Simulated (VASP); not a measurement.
Here is a VASP 6.6.1 calculation.

Contents of POSCAR:

```
As
1.0
    1.8715484932     -5.8488301556      0.0000000000
    1.8715484932      5.8488301556      0.0000000000
    0.0000000000      0.0000000000      4.8580621956
As
4
Direct
    0.1042544959      0.8957455041      0.9264712218
    0.6042544959      0.3957455041      0.5735287782
    0.8957455041      0.1042544959      0.0735287782
    0.3957455041      0.6042544959      0.4264712218
```

File INCAR.step1:

```
SYSTEM = As
  PREC = Accurate
  ENCUT = 520
  ISMEAR = -1
  SIGMA = 0.1
  LREAL = .False.
  LASPH = .True.
  NELM = 60
  NBANDS = 18
  GGA = PE
  ALGO = Normal
  EDIFF = 1E-4
  LWAVE = .True.
  LCHARG = .False.
```

File INCAR.step2:

```
SYSTEM = As
  PREC = Accurate
  ENCUT = 520
  EDIFF = 1E-6
  ISMEAR = -1
  SIGMA = 0.1
  LREAL = .False.
  LASPH = .True.
  NELM = 60
  ALGO = Normal
  ISIF = 2
  LWAVE = .False.
  LCHARG = .False.
  METAGGA = R2SCAN
  LMIXTAU = .True.
  NBANDS = 18
  ISTART = 1
```

File KPOINTS:

```
Automatic mesh
0
Gamma
  10 10 8
  0 0 0
```

Potentials or basis: VASP PAW PBE potentials, release 64 (As).

Command:

```console
$ cat potpaw_PBE.64/As/POTCAR > POTCAR
$ cp INCAR.step1 INCAR
$ mpirun -np 1 vasp_std > vasp.out
$ cp INCAR.step2 INCAR
$ mpirun -np 1 vasp_std > vasp.out
```

**Question.** Estimate the largest force.

**Answer.** 0.534 eV/Å.

**Question.** Predict the pressure.

**Answer.** -4.1 GPa.

Stress tensor (GPa, compression positive):
```
-4.64  0.00  0.00
 0.00 -3.67  0.00
 0.00  0.00 -3.86
```

Caveat: the cell stands under tension; the PAW data sets were made with another functional, which shifts forces and pressure a little.
